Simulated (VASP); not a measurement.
# Al2O3 (R-3c) in VASP: a series of runs

Al2O3 is run at these levels: PBEsol; tasks: single point.

Everything below comes from runs of VASP 6.6.1. Logs are shortened: lines on timing, memory, paths and dates and some standing lists are left out, and cuts for length are marked.

**1. The cell of the first run**

It takes space group R-3c (No. 167, trigonal). Conventional cell: a = 5.142 Å, b = 5.142 Å, c = 11.214 Å, α = 90.00°, β = 90.00°, γ = 120.00°. Within 2.6 Å of Al (site symmetry 3) lie 6 O at 1.93 to 1.94 Å and 1 Al at 2.29 Å. O (site symmetry 2) has 4 Al at 1.93 to 1.94 Å and 6 O at 2.45 to 2.59 Å within 2.6 Å.

**2. Single point, PBEsol (8.56 Å³/atom, c/a of the conventional cell at fixed volume 2.1810)**

INCAR reads:

```
PREC = Accurate
ENCUT = 520
EDIFF = 1E-6
ISMEAR = 0
SIGMA = 0.05
LREAL = False
LASPH = True
NELM = 60
ALGO = Normal
ISIF = 2
LWAVE = False
LCHARG = True
GGA = PS
LELF = True
LVHAR = True
NBANDS = 35
```

KPOINTS reads:

```
regular mesh
0
Gamma
  6 6 6
```

POSCAR reads:

```
Al2O3
1.0
    2.5709366441      1.4843309635      3.7381418805
   -2.5709366441      1.4843309635      3.7381418805
    0.0000000000     -2.9686619271      3.7381418805
Al O
4 6
Direct
    0.8520350473      0.8520350473      0.8520350473
    0.6479649527      0.6479649527      0.6479649527
    0.1479649527      0.1479649527      0.1479649527
    0.3520350473      0.3520350473      0.3520350473
    0.0558571577      0.4441428423      0.7500000000
    0.7500000000      0.0558571577      0.4441428423
    0.4441428423      0.7500000000      0.0558571577
    0.9441428423      0.5558571577      0.2500000000
    0.2500000000      0.9441428423      0.5558571577
    0.5558571577      0.2500000000      0.9441428423
```

Potentials or basis: VASP PAW PBE potentials, release 64 (Al, O).

On the command line:

```bash
$ cat potpaw_PBE.64/Al/POTCAR potpaw_PBE.64/O/POTCAR > POTCAR
$ mpirun -np 1 vasp_std > vasp.out
```

OUTCAR:

```text
PREC = Accurate
   ENCUT = 520
   EDIFF = 1E-6
   ISMEAR = 0
   LREAL = False
   LASPH = True
   NELM = 60
   ISIF = 2
   GGA = PS

 ion  position               nearest neighbor table
   1  0.852  0.852  0.852-   9 1.93   8 1.93  10 1.93   7 1.94   5 1.94   6 1.94   2 2.29   3 3.00
                             3 3.00   3 3.00   2 3.30   2 3.30   2 3.30   3 3.32
   2  0.648  0.648  0.648-  10 1.93   8 1.93   9 1.93   6 1.94   5 1.94   7 1.94   1 2.29   4 3.00
                             4 3.00   4 3.00   1 3.30   1 3.30   1 3.30   4 3.32
   3  0.148  0.148  0.148-   6 1.93   5 1.93   7 1.93  10 1.94   8 1.94   9 1.94   4 2.29   1 3.00
                             1 3.00   1 3.00   4 3.30   4 3.30   4 3.30   1 3.32
   4  0.352  0.352  0.352-   7 1.93   5 1.93   6 1.93   9 1.94   8 1.94  10 1.94   3 2.29   2 3.00
                             2 3.00   2 3.00   3 3.30   3 3.30   3 3.30   2 3.32
   5  0.056  0.444  0.750-   3 1.93   4 1.93   1 1.94   2 1.94
   6  0.750  0.056  0.444-   3 1.93   4 1.93   2 1.94   1 1.94
   7  0.444  0.750  0.056-   4 1.93   3 1.93   1 1.94   2 1.94
   8  0.944  0.556  0.250-   1 1.93   2 1.93   3 1.94   4 1.94
   9  0.250  0.944  0.556-   1 1.93   2 1.93   4 1.94   3 1.94
  10  0.556  0.250  0.944-   2 1.93   1 1.93   3 1.94   4 1.94

  LATTYP: Found a trigonal (rhomboedric) cell.
 ALAT       =     4.7735373002
 COS(alpha) =     0.4198609445

  Lattice vectors:

 A1 = (   2.5709366441,   1.4843309635,   3.7381418805)
 A2 = (  -2.5709366441,   1.4843309635,   3.7381418805)
 A3 = (   0.0000000000,  -2.9686619271,   3.7381418805)

Analysis of symmetry for initial positions (statically):
=====================================================================
 Subroutine PRICEL returns:
 Original cell was already a primitive cell.

 Routine SETGRP: Setting up the symmetry group for a
 trigonal (rhombohedral) supercell.

 Subroutine GETGRP returns: Found 12 space group operations
 (whereof  6 operations were pure point group operations)
 out of a pool of 12 trial point group operations.

The static configuration has the point symmetry S_6 .
 The point group associated with its full space group is D_3d.

Analysis of symmetry for dynamics (positions and initial velocities):
=====================================================================
 Subroutine PRICEL returns:
 Original cell was already a primitive cell.

 Routine SETGRP: Setting up the symmetry group for a
 trigonal (rhombohedral) supercell.

 Subroutine GETGRP returns: Found 12 space group operations
 (whereof  6 operations were pure point group operations)
 out of a pool of 12 trial point group operations.

The dynamic configuration has the point symmetry S_6 .
 The point group associated with its full space group is D_3d.

 Subroutine INISYM returns: Found 12 space group operations
 (whereof  6 operations are pure point group operations),
 and found     1 'primitive' translations

----------------------------------------------------------------------------------------

                                     Primitive cell

  volume of cell :      85.5912

  direct lattice vectors                    reciprocal lattice vectors
     2.570936644  1.484330963  3.738141881     0.194481650  0.112284033  0.089170862
    -2.570936644  1.484330963  3.738141881    -0.194481650  0.112284033  0.089170862
     0.000000000 -2.968661927  3.738141881     0.000000000 -0.224568066  0.089170862

  length of vectors
     4.773537300  4.773537300  4.773537300     0.241624210  0.241624210  0.241624210

  position of ions in fractional coordinates (direct lattice)
     0.852035047  0.852035047  0.852035047
     0.647964953  0.647964953  0.647964953
     0.147964953  0.147964953  0.147964953
     0.352035047  0.352035047  0.352035047
     0.055857158  0.444142842  0.750000000
     0.750000000  0.055857158  0.444142842
     0.444142842  0.750000000  0.055857158
     0.944142842  0.555857158  0.250000000
     0.250000000  0.944142842  0.555857158
     0.555857158  0.250000000  0.944142842

  ion indices of the primitive-cell ions
   primitive index   ion index
                 1           1
                 2           2
                 3           3
                 4           4
                 5           5
                 6           6
                 7           7
                 8           8
                 9           9
                10          10

----------------------------------------------------------------------------------------

 KPOINTS: regular mesh

Automatic generation of k-mesh.
 Grid dimensions read from file:
 generate k-points for:    6    6    6

 Generating k-lattice:

  Cartesian coordinates                     Fractional coordinates (reciprocal lattice)
     0.032413608  0.018714005  0.014861810     0.166666667  0.000000000  0.000000000
    -0.032413608  0.018714005  0.014861810     0.000000000  0.166666667  0.000000000
     0.000000000 -0.037428011  0.014861810     0.000000000  0.000000000  0.166666667

  Length of vectors
     0.040270702  0.040270702  0.040270702

  Shift w.r.t. Gamma in fractional coordinates (k-lattice)
     0.000000000  0.000000000  0.000000000

 Subroutine IBZKPT returns following result:
 ===========================================

 Found     32 irreducible k-points:

 Following reciprocal coordinates:
            Coordinates               Weight
  0.000000  0.000000  0.000000      1.000000
  0.166667 -0.000000  0.000000      6.000000
  0.333333 -0.000000  0.000000      6.000000
  0.500000  0.000000  0.000000      3.000000
  0.166667  0.166667  0.000000      6.000000
  0.333333  0.166667  0.000000     12.000000
[... 16 lines left out ...]
  0.500000  0.500000  0.166667      6.000000
 -0.333333  0.500000  0.166667     12.000000
 [... further k-points ...]
   k-points           NKPTS =     32   k-points in BZ     NKDIM =     32   number of bands    NBANDS=     35
   number of dos      NEDOS =    301   number of ions     NIONS =     10
   total plane-waves  NPLWV =  46656
   dimension x,y,z NGX =    36 NGY =   36 NGZ =   36
   dimension x,y,z NGXF=    72 NGYF=   72 NGZF=   72
   ions per type =               4   6
   NGX,Y,Z   is equivalent  to a cutoff of  12.54, 12.54, 12.54 a.u.
   NGXF,Y,Z  is equivalent  to a cutoff of  25.08, 25.08, 25.08 a.u.
 SYSTEM =  unknown system
   PREC   = accura    normal or accurate (medium, high low for compatibility)
   ISTART =      0    job   : 0-new  1-cont  2-samecut
   ICHARG =      2    charge: 1-file 2-atom 10-const
   ISPIN  =      1    spin polarized calculation?
   LNONCOLLINEAR =      F non collinear calculations
   LSORBIT =      F    spin-orbit coupling
   LASPH  =      T    aspherical Exc in radial PAW
   ENCUT  =  520.0 eV  38.22 Ry    6.18 a.u.   8.88  8.88  8.88*2*pi/ulx,y,z
   NELM   =     60;   NELMIN=  2; NELMDL= -5     # of ELM steps
   EDIFF  = 0.1E-05   stopping-criterion for ELM
   LREAL  =      F    real-space projection
   EDIFFG = 0.1E-04   stopping-criterion for IOM
   NSW    =      0    number of steps for IOM
   IBRION =     -1    ionic relax: 0-MD 1-quasi-New 2-CG
   NFREE  =      0    steps in history (QN), initial steepest desc. (CG)
   ISIF   =      2    stress and relaxation
   ISYM   =      2    0-nonsym 1-usesym 2-fastsym
   POTIM  = 0.5000    time-step for ionic-motion
   TEBEG  =    0.0;   TEEND  =   0.0 temperature during run
   PSTRESS=    0.0 pullay stress
   NELECT =      48.0000    total number of electrons
   NUPDOWN=      -1.0000    fix difference up-down
   EMIN   =  10.00;   EMAX   =-10.00  energy-range for DOS
   EFERMI =   0.00;   METHOD = LEGACY
   ISMEAR =     0;   SIGMA  =   0.05  broadening in eV -4-tet -1-fermi 0-gaus
   EFERMI_NEDOS =   21; number of points for ismear=-14 and -15
   IALGO  =     38    algorithm
   IMIX   =      4    mixing-type and parameters
     AMIX     =   0.40;   BMIX     =  1.00
     AMIX_MAG =   1.60;   BMIX_MAG =  1.00
  volume/ion in A,a.u.               =       8.56        57.76
  Fermi-wavevector in a.u.,A,eV,Ry     =   1.350037  2.551199 24.797961  1.822599
  Thomas-Fermi vector in A             =   2.477574
   LORBIT       =      0    0 simple, 1 ext, 2 COOP (PROOUT), +10 PAW based schemes
   GGA     = PS    functional components
   LHFCALC =     F    Hartree Fock is set to
   AEXX    =    0.0000 exact exchange contribution
   IVDW    =     0    specifies the selected vdW correction
   LEPSILON=     F    determine dielectric tensor
   LRPA    =     F    only Hartree local field effects (RPA)
 non-spin polarized calculation
 Gauss-broadening in eV      SIGMA  =   0.05
  energy-cutoff  :      520.00
  volume of cell :       85.59
 maximum number of plane-waves:      2339
   NGX = 17   NGY = 17   NGZ = 17

 number of electron      47.9999979 magnetization

 Free energy of the ion-electron system (eV)
  ---------------------------------------------------
  ext. energy  EPLUGINS =         0.00000000
  ---------------------------------------------------
  free energy    TOTEN  =       -75.32456471 eV

  energy without entropy =      -75.32456471  energy(sigma->0) =      -75.32456471

 E-fermi :   7.4179     XC(G=0): -11.9452

 val. band max:        7.1813623362   @ k =   0.0000   0.0000   0.0000
 cond. band min:      10.8537999574   @ k =   0.0000   0.0000   0.0000
 fundamental gap:      3.6724376211
 Fermi energy:         7.4179072526

 k-point     1 :       0.0000    0.0000    0.0000
  band No.  band energies     occupation
      1     -13.0340      2.00000
      2     -10.5749      2.00000
      3     -10.5749      2.00000
      4     -10.0688      2.00000
      5     -10.0688      2.00000
      6      -9.7076      2.00000
[... 27 lines left out ...]
     34      19.1636      0.00000
     35      20.4811      0.00000
[... 843 lines left out ...]
      5     -10.0269      2.00000
      6      -9.8508      2.00000
[... 27 lines left out ...]
     34      18.9220      0.00000
     35      19.1610      0.00000

 [... further k-points ...]

------------------------ aborting loop because EDIFF is reached ----------------------------------------

  FORCE on cell =-STRESS in cart. coord.  units (eV):
  Direction    XX          YY          ZZ          XY          YZ          ZX
  --------------------------------------------------------------------------------------
  -------------------------------------------------------------------------------------
  Total      -14.0615187    -14.0615187     29.4009789      0.0000000     -0.0000000     -0.0000000
  in kB     -263.2168320   -263.2168320    550.3553840      0.0000000     -0.0000000     -0.0000000
  external PRESSURE =       7.9739067 kB  Pullay stress =       0.0000000 kB

 VOLUME and BASIS-vectors are now :
 -----------------------------------------------------------------------------
  energy-cutoff  :      520.00
  volume of cell :       85.59
      direct lattice vectors                 reciprocal lattice vectors
     2.570936644  1.484330963  3.738141881     0.194481650  0.112284033  0.089170862
    -2.570936644  1.484330963  3.738141881    -0.194481650  0.112284033  0.089170862
     0.000000000 -2.968661927  3.738141881     0.000000000 -0.224568066  0.089170862

 POSITION                                       TOTAL-FORCE (eV/Angst)
 -----------------------------------------------------------------------------------
      0.00000     -0.00000      9.55508         0.000000     -0.000000      2.698593
      0.00000     -0.00000      7.26655         0.000000      0.000000     -2.698593
      0.00000     -0.00000      1.65934         0.000000      0.000000     -2.698593
      0.00000     -0.00000      3.94787         0.000000     -0.000000      2.698593
     -0.99826     -1.48433      4.67268        -0.358122      0.000000     -0.000000
      1.78460     -0.12235      4.67268         0.179061     -0.310143     -0.000000
     -0.78634      1.60668      4.67268         0.179061      0.310143     -0.000000
      0.99826      1.48433      6.54175         0.358122      0.000000     -0.000000
     -1.78460      0.12235      6.54175        -0.179061      0.310143     -0.000000
      0.78634     -1.60668      6.54175        -0.179061     -0.310143     -0.000000
 -----------------------------------------------------------------------------------
    total drift:                               -0.000000     -0.000000      0.000000

  FREE ENERGIE OF THE ION-ELECTRON SYSTEM (eV)
  ---------------------------------------------------
  free  energy   TOTEN  =       -75.3245647077 eV

  energy  without entropy=      -75.3245647077  energy(sigma->0) =      -75.32456471
```

Run time: 2.2 min. Hardware: 1 thread of Intel Xeon 8259CL, shared host; peak memory 0.23 GiB.

Results:

```
Free energy            : -75.3246 eV
Pressure               : 0.8 GPa
Largest force          : 2.699 eV/Å
Band gap on the k mesh : 3.67 eV
```

Forces on the atoms (eV/Å):
```
Al   0.000  0.000  2.699
Al   0.000  0.000 -2.699
Al   0.000  0.000 -2.699
Al   0.000  0.000  2.699
O   -0.358  0.000  0.000
O    0.179 -0.310  0.000
O    0.179  0.310  0.000
O    0.358  0.000  0.000
O   -0.179  0.310  0.000
O   -0.179 -0.310  0.000
```

Stress tensor (GPa, compression positive):
```
-26.32   0.00   0.00
  0.00 -26.32   0.00
  0.00   0.00  55.04
```

Caveat: the cell differs from its parent crystal (c/a of the conventional cell at fixed volume 2.1810); the stress differs along the axes, from -26 to 55 GPa; the PAW data sets were made with another functional, which shifts forces and pressure a little.

**3. Single point, PBEsol**

This run uses another cell than the first one, of the same volume but with other edges.

INCAR reads:

```
SYSTEM = Al2O3
PREC = Accurate
ENCUT = 520
EDIFF = 1E-6
ISMEAR = 0
SIGMA = 0.05
LREAL = .FALSE.
LASPH = .TRUE.
NELM = 80
ALGO = Normal
ISIF = 2
LWAVE = .FALSE.
LCHARG = .TRUE.
GGA = PS
LELF = .TRUE.
LVHAR = .TRUE.
NBANDS = 35
```

KPOINTS reads:

```
Automatic mesh
0
G
  6 6 6
  0 0 0
```

POSCAR reads:

```
Al2O3
1.0
    2.2891336982      1.3216319569      4.7151575915
   -2.2891336982      1.3216319569      4.7151575915
    0.0000000000     -2.6432639137      4.7151575915
Al O
4 6
Direct
    0.8481927811      0.8481927811      0.8481927811
    0.6518072189      0.6518072189      0.6518072189
    0.1518072189      0.1518072189      0.1518072189
    0.3481927811      0.3481927811      0.3481927811
    0.0558571577      0.4441428423      0.7500000000
    0.7500000000      0.0558571577      0.4441428423
    0.4441428423      0.7500000000      0.0558571577
    0.9441428423      0.5558571577      0.2500000000
    0.2500000000      0.9441428423      0.5558571577
    0.5558571577      0.2500000000      0.9441428423
```

Potentials or basis: VASP PAW PBE potentials, release 64 (Al, O).

On the command line:

```bash
$ cat potpaw_PBE.64/Al/POTCAR potpaw_PBE.64/O/POTCAR > POTCAR
$ mpirun -np 1 vasp_std > vasp.out
```

Wall time 2.6 min (1 thread of Intel Xeon 8259CL, shared host); peak memory 0.26 GiB.

The run converged. Its results:

* Free energy: -77.5401 eV
* Pressure: 1.7 GPa
* Largest force: 0.506 eV/Å
* Band gap on the k mesh: 5.31 eV

Forces on the atoms (eV/Å):
```
Al   0.000  0.000  0.180
Al   0.000  0.000 -0.180
Al   0.000  0.000 -0.180
Al   0.000  0.000  0.180
O    0.506  0.000  0.000
O   -0.253  0.438  0.000
O   -0.253 -0.438  0.000
O   -0.506  0.000  0.000
O    0.253 -0.438  0.000
O    0.253  0.438  0.000
```

Stress tensor (GPa, compression positive):
```
 18.92   0.00   0.00
  0.00  18.92   0.00
  0.00   0.00 -32.70
```

Levels at points of the mesh, in eV from the valence-band top:
| k point | band 20 | band 21 | band 22 | band 23 | band 24 | band 25 | band 26 | band 27 | band 28 | band 29 |
| --- | --- | --- | --- | --- | --- | --- | --- | --- | --- | --- |
| (0.00, 0.00, 0.00) | -1.30 | -0.48 | -0.48 | 0.00 | 0.00 | 5.31 | 9.33 | 9.33 | 9.50 | 9.91 |
| (0.50, 0.00, 0.00) | -1.66 | -1.14 | -1.14 | -0.74 | -0.74 | 7.95 | 7.95 | 8.83 | 8.83 | 11.28 |
| (0.50, 0.50, 0.00) | -1.72 | -1.38 | -1.13 | -1.00 | -0.64 | 8.14 | 9.01 | 9.62 | 9.93 | 10.05 |
| (0.50, 0.50, 0.50) | -2.70 | -0.26 | -0.26 | -0.26 | -0.26 | 8.36 | 8.36 | 10.42 | 10.42 | 11.11 |

Caveat: the cell differs from its parent crystal (atoms shifted along a free coordinate, c/a of the conventional cell at fixed volume 3.0897); the stress differs along the axes, from -33 to 19 GPa; the PAW data sets were made with another functional, which shifts forces and pressure a little.

**4. Single point, PBEsol**

This run uses another cell than the first one, of the same volume but with other edges.

INCAR reads:

```
SYSTEM = Al2O3
ALGO     = Normal         ! electronic algorithm
EDIFF    = 1E-7           ! SCF threshold, eV
ENCUT    = 520            ! plane-wave cutoff, eV
GGA      = PS             ! functional
ISIF     = 2              ! what is computed and relaxed
ISMEAR   = 0              ! smearing method
LASPH    = .TRUE.         ! aspherical terms in the spheres
LCHARG   = .FALSE.        ! write CHGCAR
LREAL    = .FALSE.        ! projectors in reciprocal space
LWAVE    = .FALSE.        ! write WAVECAR
NBANDS   = 35             ! bands
NELM     = 80             ! most SCF steps
PREC     = Accurate       ! precision mode
SIGMA    = 0.05           ! smearing width, eV
```

KPOINTS reads:

```
k-points
0
G
  6 6 6
  0 0 0
```

POSCAR reads:

```
Al2O3
1.0
    2.3866493474      1.3779326432      4.3377178304
   -2.3866493474      1.3779326432      4.3377178304
    0.0000000000     -2.7558652864      4.3377178304
Al O
4 6
Direct
    0.8635618459      0.8635618459      0.8635618459
    0.6364381541      0.6364381541      0.6364381541
    0.1364381541      0.1364381541      0.1364381541
    0.3635618459      0.3635618459      0.3635618459
    0.0558571577      0.4441428423      0.7500000000
    0.7500000000      0.0558571577      0.4441428423
    0.4441428423      0.7500000000      0.0558571577
    0.9441428423      0.5558571577      0.2500000000
    0.2500000000      0.9441428423      0.5558571577
    0.5558571577      0.2500000000      0.9441428423
```

On the command line:

```bash
$ cat potpaw_PBE.64/Al/POTCAR potpaw_PBE.64/O/POTCAR > POTCAR
$ mpirun -np 1 vasp_std > vasp.out
```

Wall time 3 min (1 thread of Intel Xeon 8259CL, shared host); peak memory 0.26 GiB.

Results (log left out):

* Free energy: -77.9873 eV
* Pressure: 4.0 GPa
* Largest force: 2.120 eV/Å
* Band gap on the k mesh: 5.64 eV

Forces on the atoms (eV/Å):
```
Al   0.000  0.000 -2.120
Al   0.000  0.000  2.120
Al   0.000  0.000  2.120
Al   0.000  0.000 -2.120
O   -0.327  0.000  0.000
O    0.164 -0.283  0.000
O    0.164  0.283  0.000
O    0.327  0.000  0.000
O   -0.164  0.283  0.000
O   -0.164 -0.283  0.000
```

Stress tensor (GPa, compression positive):
```
 7.42  0.00  0.00
 0.00  7.42  0.00
 0.00  0.00 -2.82
```

Levels at points of the mesh, in eV from the valence-band top:
```tsv
k point	band 21	band 22	band 23	band 24	band 25	band 26	band 27	band 28
(0.00, 0.00, 0.00)	-0.70	-0.15	-0.15	0.00	5.64	9.00	9.87	10.62
(0.50, 0.00, 0.00)	-1.11	-1.11	-0.32	-0.32	8.69	8.69	9.19	9.19
(0.50, 0.50, 0.00)	-1.36	-1.08	-0.67	-0.47	9.05	9.11	9.53	9.83
(0.50, 0.50, 0.50)	-0.56	-0.56	-0.56	-0.56	8.19	8.19	9.86	9.86
```

Caveat: the cell differs from its parent crystal (atoms shifted along a free coordinate, c/a of the conventional cell at fixed volume 2.7262); the stress differs along the axes, from -3 to 7 GPa; the PAW data sets were made with another functional, which shifts forces and pressure a little.

**5. Overview**

```csv
cell,gap on the mesh (eV),pressure (GPa),largest force (eV/Å)
"a = 4.774 Å, angles 65.2°, 10 atoms, atomic positions A",3.67,0.8,2.70
"a = 5.406 Å, angles 50.1°, 10 atoms, atomic positions B",5.31,1.7,0.51
"a = 5.139 Å, angles 55.3°, 10 atoms, atomic positions C",5.64,4.0,2.12
```

Alike in all rows: task single point; level PBEsol; potentials or basis VASP PAW PBE potentials, release 64 (Al, O); no spin polarisation; k mesh 6 × 6 × 6; cutoff (eV) 520; smearing gaussian 0.05 eV.

Caveats: the PAW data sets were made with another functional, which shifts forces and pressure a little; the stress differs along the axes, from -26 to 55 GPa (at least some runs); the stress differs along the axes, from -33 to 19 GPa (at least some runs); the stress differs along the axes, from -3 to 7 GPa (at least some runs).

Absolute energies hang on the potentials; compare differences alone.
